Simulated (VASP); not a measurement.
I: single point with PBE

The system is I.

```xyz
1
Lattice="0.0000 2.3656 3.9098 2.1922 0.0000 3.9098 2.1922 2.3656 0.0000" Properties=species:S:1:pos:R:3 pbc="T T T"
I     0.0000    0.0000    0.0000
```

```json
{"Program": "VASP 6.6.1", "Task": "single point", "Functional": "PBE", "Potentials or basis": "VASP PAW PBE potentials, release 64 (I)", "Cutoff": "520 eV", "k mesh": "6 × 6 × 6", "Occupations": "methfessel-paxton, width 0.099 eV", "Spin": "no spin polarisation", "Dipole correction": "no", "Further INCAR settings": "ALGO = Normal; EDIFF = 1e-07; NBANDS = 10"}
```

| Property | Result |
| --- | --- |
| Pressure | 0.6 GPa |

Stress tensor (GPa, compression positive):
```
0.68 0.00 0.00
0.00 0.19 0.00
0.00 0.00 0.84
```

Levels at points of the mesh, in eV from the Fermi level:
```csv
k point,band 2,band 3,band 4,band 5,band 6,band 7
"(0.00, 0.00, 0.00)",-1.64,1.07,1.37,4.85,7.79,8.50
"(0.50, 0.00, 0.00)",-4.90,-1.42,2.02,5.09,9.40,10.97
"(0.50, 0.50, 0.00)",-3.75,0.85,1.17,7.27,7.59,11.02
"(0.50, 0.00, 0.50)",-4.08,-3.18,-0.18,4.28,6.91,9.87
"(0.00, 0.50, 0.50)",-3.77,-3.47,-0.47,4.22,6.06,10.62
```

Run time: 9.5 s on 1 thread of Intel(R) Xeon(R) 6975P-C (Granite Rapids), with other jobs on the host, peak memory 0.18 GiB.

Caveat: spin-orbit coupling is left out, which moves the levels of the heavy elements; an odd number of electrons without spin polarisation forces a metal; a magnetic or distorted state may lie lower.
